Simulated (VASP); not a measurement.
# Sr (I4_1/amd) in VASP: notebook, part 2 of 2

VASP 6.6.1.

### 4 Single point, PBE

This run uses another cell than the first one, of 56.63 Å³/atom, 1.041 times its volume.

INCAR reads:

```
  PREC = Accurate
  ENCUT = 520
  EDIFF = 1E-7
  ISMEAR = -1
  SIGMA = 0.05
  LREAL = F
  LASPH = T
  NELM = 60
  ALGO = Normal
  ISIF = 2
  LWAVE = F
  LCHARG = T
  GGA = PE
  LELF = T
  LVHAR = T
  NBANDS = 17
```

KPOINTS reads:

```
regular mesh
0
Gamma
  8 8 8
```

POSCAR reads:

```
Sr
1.0
   -3.7309044114      3.7309044114      2.0342601448
    3.7309044114     -3.7309044114      2.0342601448
    3.7309044114      3.7309044114     -2.0342601448
Sr
2
Direct
    0.0000000000      0.0000000000      0.0000000000
    0.7500000000      0.2500000000      0.5000000000
```

Potentials or basis: VASP PAW PBE potentials, release 64 (Sr_sv).

On the command line:

```console
$ cat potpaw_PBE.64/Sr_sv/POTCAR > POTCAR
$ mpirun -np 1 vasp_std > vasp.out
```

OUTCAR:

```text
PREC = Accurate
   ENCUT = 520
   EDIFF = 1E-7
   ISMEAR = -1
   LREAL = F
   LASPH = T
   NELM = 60
   ISIF = 2
   GGA = PE

 ion  position               nearest neighbor table
   1  0.000  0.000  0.000-   2 3.87   2 3.87   2 3.87   2 3.87   2 4.82   2 4.82   2 4.82   2 4.82

   2  0.750  0.250  0.500-   1 3.87   1 3.87   1 3.87   1 3.87   1 4.82   1 4.82   1 4.82   1 4.82

  LATTYP: Found a body centered tetragonal cell.
 ALAT       =     7.4618088228
 C/A-ratio  =     0.5452458494

  Lattice vectors:

 A1 = (  -3.7309044114,   3.7309044114,   2.0342601448)
 A2 = (   3.7309044114,  -3.7309044114,   2.0342601448)
 A3 = (   3.7309044114,   3.7309044114,  -2.0342601448)

Analysis of symmetry for initial positions (statically):
=====================================================================
 Subroutine PRICEL returns:
 Original cell was already a primitive cell.

 Routine SETGRP: Setting up the symmetry group for a
 body centered tetragonal supercell.

 Subroutine GETGRP returns: Found 16 space group operations
[... 159 lines left out ...]
  ---------------------------------------------------
  ext. energy  EPLUGINS =         0.00000000
  ---------------------------------------------------
  free energy    TOTEN  =        -2.77222412 eV

  energy without entropy =       -2.74408425  energy(sigma->0) =       -2.75815419

 E-fermi :   1.3543     XC(G=0):  -7.2537

 val. band max:        1.3537253606   @ k =   0.3750   0.1250  -0.0000
 cond. band min:       1.3685503109   @ k =  -0.1250  -0.3750   0.1250
 fundamental gap:      0.0148249503
 Fermi energy:         1.3543325909

 k-point     1 :       0.0000    0.0000    0.0000
  band No.  band energies     occupation
      1     -35.3849      2.00000
      2     -35.3501      2.00000
      3     -17.4655      2.00000
      4     -17.4655      2.00000
      5     -17.2663      2.00000
      6     -17.2627      2.00000
[... 457 lines left out ...]
      4     -17.4404      2.00000
      5     -17.4050      2.00000
      6     -17.3291      2.00000
[... 9 lines left out ...]
     16       4.1475      0.00000
     17       4.7304      0.00000

 [... further k-points ...]
[... 5 lines left out ...]
  --------------------------------------------------------------------------------------
  -------------------------------------------------------------------------------------
  Total        0.0090764      0.0090764     -0.3450921      0.0000000      0.0000000      0.0000000
  in kB        0.1283894      0.1283894     -4.8814732      0.0000000      0.0000000      0.0000000
  external PRESSURE =      -1.5415648 kB  Pullay stress =       0.0000000 kB

 VOLUME and BASIS-vectors are now :
 -----------------------------------------------------------------------------
  energy-cutoff  :      520.00
  volume of cell :      113.26
      direct lattice vectors                 reciprocal lattice vectors
    -3.730904411  3.730904411  2.034260145     0.000000000  0.134015763  0.245789606
     3.730904411 -3.730904411  2.034260145     0.134015763  0.000000000  0.245789606
     3.730904411  3.730904411 -2.034260145     0.134015763  0.134015763  0.000000000

 POSITION                                       TOTAL-FORCE (eV/Angst)
 -----------------------------------------------------------------------------------
      0.00000      0.00000      0.00000         0.000000     -0.000000     -0.000000
      0.00000      3.73090      1.01713        -0.000000      0.000000      0.000000
 -----------------------------------------------------------------------------------
    total drift:                               -0.000000     -0.000000      0.000000

  FREE ENERGIE OF THE ION-ELECTRON SYSTEM (eV)
  ---------------------------------------------------
  free  energy   TOTEN  =        -2.7722241214 eV

  energy  without entropy=       -2.7440842515  energy(sigma->0) =       -2.75815419
```

Run time: 79 s. Hardware: 1 thread of Intel Xeon 6975P-C (Granite Rapids), shared host; peak memory 0.29 GiB.

Results:

* Free energy: -2.7722 eV
* Pressure: -0.2 GPa
* Band gap on the k mesh: zero (band 10 reaches 1.72 eV, above the bottom of band 11 at 1.17 eV)

Levels at points of the mesh, in eV from the Fermi level:
```tsv
k point	band 7	band 8	band 9	band 10	band 11	band 12	band 13	band 14
(0.00, 0.00, 0.00)	-18.60	-18.60	-3.44	-0.31	0.66	1.10	1.71	2.59
(0.50, 0.00, 0.00)	-18.67	-18.58	-0.83	-0.09	-0.01	1.03	1.28	1.78
(0.50, 0.50, 0.00)	-18.60	-18.60	-1.86	-1.86	1.08	1.08	1.57	1.57
(0.50, 0.50, 0.50)	-18.57	-18.57	-1.14	-1.14	-0.08	-0.08	1.65	1.65
```

### 5 Summary

```tsv
cell	gap on the mesh (eV)	pressure (GPa)
a = 5.580 Å, angles 97.4, 97.4, 137.8°, 2 atoms	none	0.2
a = 5.618 Å, angles 97.4, 97.4, 137.8°, 2 atoms	none	0.0
a = 5.655 Å, angles 97.4, 97.4, 137.8°, 2 atoms	none	-0.2
```

Alike in all rows: task single point; level PBE; potentials or basis VASP PAW PBE potentials, release 64 (Sr_sv); no spin polarisation; k mesh 8 × 8 × 8; cutoff (eV) 520; smearing fermi-dirac 0.05 eV.

Total energies depend on the potentials used, so only differences within one code and one set of settings carry meaning.
